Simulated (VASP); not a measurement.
# Cd (Fm-3m) in VASP: a series of runs

Aim: see how the results for Cd move with the level of theory and the settings. Levels: PBE, RPBE. Tasks: single point.

Everything below comes from runs of VASP 6.6.1. Logs are shortened: lines on timing, memory, paths and dates and some standing lists are left out, and cuts for length are marked.

## (1) The cell of the first run

The structure is cubic, space group Fm-3m (No. 225). The conventional cell has a = 4.436 Å, b = 4.436 Å, c = 4.436 Å, α = 90.00°, β = 90.00°, γ = 90.00°. Within 4.1 Å of Cd (site symmetry m-3m) lie 12 Cd at 3.14 Å.

## (2) Single point, PBE

Contents of INCAR:

```
SYSTEM = Cd
ALGO = Normal ; EDIFF = 1E-6
ENCUT = 500 ; GGA = PE
GGA_COMPAT = .FALSE. ; ISIF = 2
ISMEAR = 0 ; LASPH = .TRUE.
LCHARG = .FALSE. ; LREAL = .FALSE.
LWAVE = .FALSE. ; NBANDS = 12
NELM = 120 ; PREC = Accurate
SIGMA = 0.05
```

Contents of KPOINTS:

```
k-points
0
G
  10 10 10
  0 0 0
```

Contents of POSCAR:

```
Cd
1.0
    0.0000000000      2.2181497500      2.2181497500
    2.2181497500      0.0000000000      2.2181497500
    2.2181497500      2.2181497500      0.0000000000
Cd
1
Direct
    0.0000000000      0.0000000000      0.0000000000
```

Potentials or basis: VASP PAW PBE potentials, release 64 (Cd).

Command:

```
$ cat potpaw_PBE.64/Cd/POTCAR > POTCAR
$ mpirun -np 1 vasp_std > vasp.out
```

OUTCAR:

```text
SYSTEM = Cd
   EDIFF = 1E-6
   ENCUT = 500
   GGA = PE
   ISIF = 2
   ISMEAR = 0
   LASPH = .TRUE.
   LREAL = .FALSE.
   NELM = 120
   PREC = Accurate

 ion  position               nearest neighbor table
   1  0.000  0.000  0.000-

  LATTYP: Found a face centered cubic cell.
 ALAT       =     4.4362995000

  Lattice vectors:

 A1 = (   0.0000000000,   2.2181497500,   2.2181497500)
 A2 = (   2.2181497500,   0.0000000000,   2.2181497500)
 A3 = (   2.2181497500,   2.2181497500,   0.0000000000)

Analysis of symmetry for initial positions (statically):
=====================================================================
 Subroutine PRICEL returns:
 Original cell was already a primitive cell.

 Routine SETGRP: Setting up the symmetry group for a
 face centered cubic supercell.

 Subroutine GETGRP returns: Found 48 space group operations
 (whereof 48 operations were pure point group operations)
 out of a pool of 48 trial point group operations.

The static configuration has the point symmetry O_h .

Analysis of symmetry for dynamics (positions and initial velocities):
=====================================================================
 Subroutine PRICEL returns:
 Original cell was already a primitive cell.

 Routine SETGRP: Setting up the symmetry group for a
 face centered cubic supercell.

 Subroutine GETGRP returns: Found 48 space group operations
 (whereof 48 operations were pure point group operations)
 out of a pool of 48 trial point group operations.

The dynamic configuration has the point symmetry O_h .

 Subroutine INISYM returns: Found 48 space group operations
 (whereof 48 operations are pure point group operations),
 and found     1 'primitive' translations

----------------------------------------------------------------------------------------

                                     Primitive cell

  volume of cell :      21.8274

  direct lattice vectors                    reciprocal lattice vectors
     0.000000000  2.218149750  2.218149750    -0.225413095  0.225413095  0.225413095
     2.218149750  0.000000000  2.218149750     0.225413095 -0.225413095  0.225413095
     2.218149750  2.218149750  0.000000000     0.225413095  0.225413095 -0.225413095

  length of vectors
     3.136937460  3.136937460  3.136937460     0.390426933  0.390426933  0.390426933

  position of ions in fractional coordinates (direct lattice)
     0.000000000  0.000000000  0.000000000
[... 76 lines left out ...]
   EDIFF  = 0.1E-05   stopping-criterion for ELM
   LREAL  =      F    real-space projection
   EDIFFG = 0.1E-04   stopping-criterion for IOM
   NSW    =      0    number of steps for IOM
   IBRION =     -1    ionic relax: 0-MD 1-quasi-New 2-CG
   NFREE  =      0    steps in history (QN), initial steepest desc. (CG)
   ISIF   =      2    stress and relaxation
   ISYM   =      2    0-nonsym 1-usesym 2-fastsym
   POTIM  = 0.5000    time-step for ionic-motion
   TEBEG  =    0.0;   TEEND  =   0.0 temperature during run
   PSTRESS=    0.0 pullay stress
   NELECT =      12.0000    total number of electrons
   NUPDOWN=      -1.0000    fix difference up-down
   EMIN   =  10.00;   EMAX   =-10.00  energy-range for DOS
   EFERMI =   0.00;   METHOD = LEGACY
   ISMEAR =     0;   SIGMA  =   0.05  broadening in eV -4-tet -1-fermi 0-gaus
   EFERMI_NEDOS =   21; number of points for ismear=-14 and -15
   IALGO  =     38    algorithm
   IMIX   =      4    mixing-type and parameters
     AMIX     =   0.40;   BMIX     =  1.00
     AMIX_MAG =   1.60;   BMIX_MAG =  1.00
  volume/ion in A,a.u.               =      21.83       147.30
  Fermi-wavevector in a.u.,A,eV,Ry     =   1.341120  2.534350 24.471486  1.798604
  Thomas-Fermi vector in A             =   2.469379
   LORBIT       =      0    0 simple, 1 ext, 2 COOP (PROOUT), +10 PAW based schemes
   GGA     = PE    functional components
   LHFCALC =     F    Hartree Fock is set to
   AEXX    =    0.0000 exact exchange contribution
   IVDW    =     0    specifies the selected vdW correction
   LEPSILON=     F    determine dielectric tensor
   LRPA    =     F    only Hartree local field effects (RPA)
 non-spin polarized calculation
 Gauss-broadening in eV      SIGMA  =   0.05
  energy-cutoff  :      500.00
  volume of cell :       21.83
 maximum number of plane-waves:       568
   NGX = 11   NGY = 11   NGZ = 11

 number of electron      12.0000003 magnetization

 Free energy of the ion-electron system (eV)
  ---------------------------------------------------
  ext. energy  EPLUGINS =         0.00000000
  ---------------------------------------------------
  free energy    TOTEN  =        -0.73138087 eV

  energy without entropy =       -0.73091813  energy(sigma->0) =       -0.73114950

 E-fermi :   2.9679     XC(G=0): -10.9851

 val. band max:        2.9323174255   @ k =  -0.4000   0.3000   0.0000
 cond. band min:       3.0724721128   @ k =  -0.4000   0.4000   0.0000
 fundamental gap:      0.1401546873
 Fermi energy:         2.9679273680

 k-point     1 :       0.0000    0.0000    0.0000
  band No.  band energies     occupation
      1      -6.2952      2.00000
      2      -6.2952      2.00000
      3      -6.2952      2.00000
      4      -5.9487      2.00000
      5      -5.8422      2.00000
      6      -5.8422      2.00000
      7      16.7360      0.00000
      8      17.7937      0.00000
      9      17.7937      0.00000
     10      17.7937      0.00000
     11      21.1624      0.00000
     12      21.1624      0.00000
[... 331 lines left out ...]
 k-point    24 :       0.4000    0.3000    0.0000
  band No.  band energies     occupation
      1      -6.7670      2.00000
      2      -6.6004      2.00000
      3      -5.7085      2.00000
      4      -5.6748      2.00000
      5      -5.4905      2.00000
      6      -1.2758      2.00000
      7       8.6675      0.00000
      8       9.5347      0.00000
      9      10.9110      0.00000
     10      14.2703      0.00000
     11      16.1671      0.00000
     12      27.0078      0.00000

 [... further k-points ...]
[... 5 lines left out ...]
  --------------------------------------------------------------------------------------
  -------------------------------------------------------------------------------------
  Total        0.3622648      0.3622648      0.3622648     -0.0000000     -0.0000000     -0.0000000
  in kB       26.5909661     26.5909661     26.5909661     -0.0000000     -0.0000000     -0.0000000
  external PRESSURE =      26.5909661 kB  Pullay stress =       0.0000000 kB

 VOLUME and BASIS-vectors are now :
 -----------------------------------------------------------------------------
  energy-cutoff  :      500.00
  volume of cell :       21.83
      direct lattice vectors                 reciprocal lattice vectors
     0.000000000  2.218149750  2.218149750    -0.225413095  0.225413095  0.225413095
     2.218149750  0.000000000  2.218149750     0.225413095 -0.225413095  0.225413095
     2.218149750  2.218149750  0.000000000     0.225413095  0.225413095 -0.225413095

 POSITION                                       TOTAL-FORCE (eV/Angst)
 -----------------------------------------------------------------------------------
      0.00000      0.00000      0.00000         0.000000      0.000000      0.000000
 -----------------------------------------------------------------------------------
    total drift:                               -0.000000     -0.000000     -0.000000

  FREE ENERGIE OF THE ION-ELECTRON SYSTEM (eV)
  ---------------------------------------------------
  free  energy   TOTEN  =        -0.7313808708 eV

  energy  without entropy=       -0.7309181349  energy(sigma->0) =       -0.73114950
```

OSZICAR:

```text
N       E                     dE             d eps       ncg     rms          rms(c)
DAV:   1     0.699201378986E+02    0.69920E+02   -0.68223E+03  1192   0.969E+02
DAV:   2     0.525264373051E+00   -0.69395E+02   -0.65684E+02  1236   0.235E+02
DAV:   3    -0.774677027093E+00   -0.12999E+01   -0.12993E+01  1312   0.362E+01
DAV:   4    -0.776284660410E+00   -0.16076E-02   -0.16076E-02  1308   0.128E+00
DAV:   5    -0.776288233212E+00   -0.35728E-05   -0.35727E-05  1328   0.609E-02    0.310E+00
DAV:   6    -0.733152906343E+00    0.43135E-01   -0.11723E-01  1348   0.436E+00    0.247E+00
DAV:   7    -0.731162863611E+00    0.19900E-02   -0.11169E-02  1300   0.111E+00    0.122E+00
DAV:   8    -0.731346289484E+00   -0.18343E-03   -0.14124E-03  1204   0.509E-01    0.584E-02
DAV:   9    -0.731375555508E+00   -0.29266E-04   -0.11372E-05  1348   0.320E-02    0.130E-02
DAV:  10    -0.731380946974E+00   -0.53915E-05   -0.40604E-06  1216   0.224E-02    0.131E-03
DAV:  11    -0.731380870768E+00    0.76206E-07   -0.12798E-08   692   0.123E-03
   1 F= -.73138087E+00 E0= -.73114950E+00  d E =-.462736E-03
```

stdout:

```text
POSCAR found type information on POSCAR Cd
 POSCAR found :  1 types and       1 ions
 scaLAPACK will be used
 LDA part: xc-table for (Slater+PW92), standard interpolation
 POSCAR, INCAR and KPOINTS ok, starting setup
 FFT: planning ... GRIDC
 FFT: planning ... GRID_SOFT
 FFT: planning ... GRID
 WAVECAR not read
 entering main loop
```

Run time: 4 s. Hardware: 1 thread of Intel Xeon 6975P-C (Granite Rapids), shared host; peak memory 0.14 GiB.

Results:

```yaml
Free_energy: -0.7314 eV
Pressure: 2.7 GPa
Band_gap_on_the_k_mesh: zero (band 6 reaches 3.98 eV, above the bottom of band 7 at 1.52 eV)
```

## (3) Single point, RPBE

Contents of INCAR:

```
ALGO = Normal
EDIFF = 1E-6
ENCUT = 500
GGA = RP
GGA_COMPAT = False
ISIF = 2
ISMEAR = 0
LASPH = True
LCHARG = True
LELF = True
LREAL = False
LVHAR = True
LWAVE = False
NBANDS = 12
NELM = 120
PREC = Accurate
SIGMA = 0.05
```

Contents of KPOINTS:

```
k-points
0
Gamma
  10 10 10
```

POSCAR is that of step 2.

Potentials or basis: VASP PAW PBE potentials, release 64 (Cd).

Command:

```
$ cat potpaw_PBE.64/Cd/POTCAR > POTCAR
$ mpirun -np 1 vasp_std > vasp.out
```

OUTCAR:

```text
EDIFF = 1E-6
   ENCUT = 500
   GGA = RP
   ISIF = 2
   ISMEAR = 0
   LASPH = True
   LREAL = False
   NELM = 120
   PREC = Accurate

 ion  position               nearest neighbor table
   1  0.000  0.000  0.000-

  LATTYP: Found a face centered cubic cell.
 ALAT       =     4.4362995000

  Lattice vectors:

 A1 = (   0.0000000000,   2.2181497500,   2.2181497500)
 A2 = (   2.2181497500,   0.0000000000,   2.2181497500)
 A3 = (   2.2181497500,   2.2181497500,   0.0000000000)

Analysis of symmetry for initial positions (statically):
=====================================================================
 Subroutine PRICEL returns:
 Original cell was already a primitive cell.

 Routine SETGRP: Setting up the symmetry group for a
 face centered cubic supercell.

 Subroutine GETGRP returns: Found 48 space group operations
 (whereof 48 operations were pure point group operations)
 out of a pool of 48 trial point group operations.

The static configuration has the point symmetry O_h .

Analysis of symmetry for dynamics (positions and initial velocities):
=====================================================================
 Subroutine PRICEL returns:
[... 160 lines left out ...]
 Fermi energy:         3.1430024706

 k-point     1 :       0.0000    0.0000    0.0000
  band No.  band energies     occupation
      1      -6.1886      2.00000
      2      -6.1886      2.00000
      3      -6.1886      2.00000
      4      -5.7845      2.00000
      5      -5.7392      2.00000
      6      -5.7392      2.00000
      7      16.8350      0.00000
      8      17.9828      0.00000
      9      17.9828      0.00000
     10      17.9828      0.00000
     11      21.2969      0.00000
     12      21.2969      0.00000
[... 331 lines left out ...]
 k-point    24 :       0.4000    0.3000    0.0000
  band No.  band energies     occupation
      1      -6.6579      2.00000
      2      -6.4911      2.00000
      3      -5.6061      2.00000
      4      -5.5718      2.00000
      5      -5.3898      2.00000
      6      -1.1157      2.00000
      7       8.8507      0.00000
      8       9.6839      0.00000
      9      11.0893      0.00000
     10      14.3860      0.00000
     11      16.3041      0.00000
     12      27.1572      0.00000

 [... further k-points ...]
[... 5 lines left out ...]
  --------------------------------------------------------------------------------------
  -------------------------------------------------------------------------------------
  Total        0.7189934      0.7189934      0.7189934     -0.0000000     -0.0000000     -0.0000000
  in kB       52.7755634     52.7755634     52.7755634     -0.0000000     -0.0000000     -0.0000000
  external PRESSURE =      52.7755634 kB  Pullay stress =       0.0000000 kB

 VOLUME and BASIS-vectors are now :
 -----------------------------------------------------------------------------
  energy-cutoff  :      500.00
  volume of cell :       21.83
      direct lattice vectors                 reciprocal lattice vectors
     0.000000000  2.218149750  2.218149750    -0.225413095  0.225413095  0.225413095
     2.218149750  0.000000000  2.218149750     0.225413095 -0.225413095  0.225413095
     2.218149750  2.218149750  0.000000000     0.225413095  0.225413095 -0.225413095

 POSITION                                       TOTAL-FORCE (eV/Angst)
 -----------------------------------------------------------------------------------
      0.00000      0.00000      0.00000         0.000000      0.000000      0.000000
 -----------------------------------------------------------------------------------
    total drift:                               -0.000000      0.000000      0.000000

  FREE ENERGIE OF THE ION-ELECTRON SYSTEM (eV)
  ---------------------------------------------------
  free  energy   TOTEN  =        -0.3179040059 eV

  energy  without entropy=       -0.3174323051  energy(sigma->0) =       -0.31766816
```

OSZICAR:

```text
N       E                     dE             d eps       ncg     rms          rms(c)
DAV:   1     0.704695538449E+02    0.70470E+02   -0.68323E+03  1192   0.969E+02
DAV:   2     0.971753773685E+00   -0.69498E+02   -0.65919E+02  1236   0.236E+02
DAV:   3    -0.339549556353E+00   -0.13113E+01   -0.13107E+01  1308   0.365E+01
DAV:   4    -0.341167633353E+00   -0.16181E-02   -0.16180E-02  1312   0.128E+00
DAV:   5    -0.341171237379E+00   -0.36040E-05   -0.36038E-05  1332   0.614E-02    0.323E+00
DAV:   6    -0.315562628774E+00    0.25609E-01   -0.82786E-02  1348   0.366E+00    0.251E+00
DAV:   7    -0.316906695664E+00   -0.13441E-02   -0.11537E-02  1244   0.116E+00    0.112E+00
DAV:   8    -0.317843203133E+00   -0.93651E-03   -0.17809E-03  1204   0.539E-01    0.628E-02
DAV:   9    -0.317899175609E+00   -0.55972E-04   -0.35031E-05  1328   0.584E-02    0.181E-02
DAV:  10    -0.317904149372E+00   -0.49738E-05   -0.42501E-06  1232   0.222E-02    0.188E-03
DAV:  11    -0.317904005927E+00    0.14345E-06   -0.25786E-08   720   0.155E-03
   1 F= -.31790401E+00 E0= -.31766816E+00  d E =-.471701E-03
```

It took 4.1 s on 1 thread of Intel Xeon 6975P-C (Granite Rapids), shared host; peak memory 0.14 GiB.

Results:

```
Free energy            : -0.3179 eV
Pressure               : 5.3 GPa
Band gap on the k mesh : zero (band 6 reaches 4.13 eV, above the bottom of band 7 at 1.69 eV)
```

Caveat: the PAW data sets were made with another functional, which shifts forces and pressure a little.

## (4) Single point, PBE

Contents of INCAR:

```
SYSTEM = Cd
PREC = Accurate
ENCUT = 500
EDIFF = 1E-6
ISMEAR = 0
SIGMA = 0.1
LREAL = .False.
LASPH = .True.
NELM = 120
ALGO = Normal
ISIF = 2
LWAVE = .False.
LCHARG = .True.
GGA = PE
LELF = .True.
LVHAR = .True.
NBANDS = 12
GGA_COMPAT = .False.
```

Contents of KPOINTS:

```
Automatic mesh
0
Gamma
  10 10 10
  0 0 0
```

POSCAR is that of step 3.

Command:

```
$ cat potpaw_PBE.64/Cd/POTCAR > POTCAR
$ mpirun -np 1 vasp_std > vasp.out
```

It took 4.2 s on 1 thread of Intel Xeon 6975P-C (Granite Rapids), shared host; peak memory 0.14 GiB.

Results (log left out):

* Free energy: -0.7322 eV
* Pressure: 2.6 GPa
* Band gap on the k mesh: zero (band 6 reaches 3.98 eV, above the bottom of band 7 at 1.52 eV)

Levels at points of the mesh, in eV from the Fermi level:
| k point | band 3 | band 4 | band 5 | band 6 | band 7 | band 8 | band 9 | band 10 |
| --- | --- | --- | --- | --- | --- | --- | --- | --- |
| (0.00, 0.00, 0.00) | -9.28 | -8.93 | -8.83 | -8.83 | 13.75 | 14.81 | 14.81 | 14.81 |
| (0.50, 0.00, 0.00) | -9.28 | -8.46 | -8.46 | -2.47 | -1.47 | 12.40 | 12.40 | 12.86 |
| (0.50, 0.50, 0.00) | -8.48 | -8.36 | -8.36 | -0.95 | 1.24 | 6.64 | 6.64 | 10.90 |

## (5) The runs side by side

| level | smearing | gap on the mesh (eV) | pressure (GPa) |
| --- | --- | --- | --- |
| PBE | gaussian 0.05 eV | none | 2.7 |
| RPBE | gaussian 0.05 eV | none | 5.3 |
| PBE | gaussian 0.1 eV | none | 2.6 |

Alike in all rows: task single point; potentials or basis VASP PAW PBE potentials, release 64 (Cd); no spin polarisation; cell as given; k mesh 10 × 10 × 10; cutoff (eV) 500.

Every run on the cell as given and a fine mesh finds a metal. The pressure there spans 2.6 GPa (PBE) to 5.3 GPa (RPBE); a positive pressure means that this level wants a larger cell, a negative one a smaller.

Caveats: the PAW data sets were made with another functional, which shifts forces and pressure a little (some runs).

Total energies depend on the potentials used, so only differences within one code and one set of settings carry meaning.
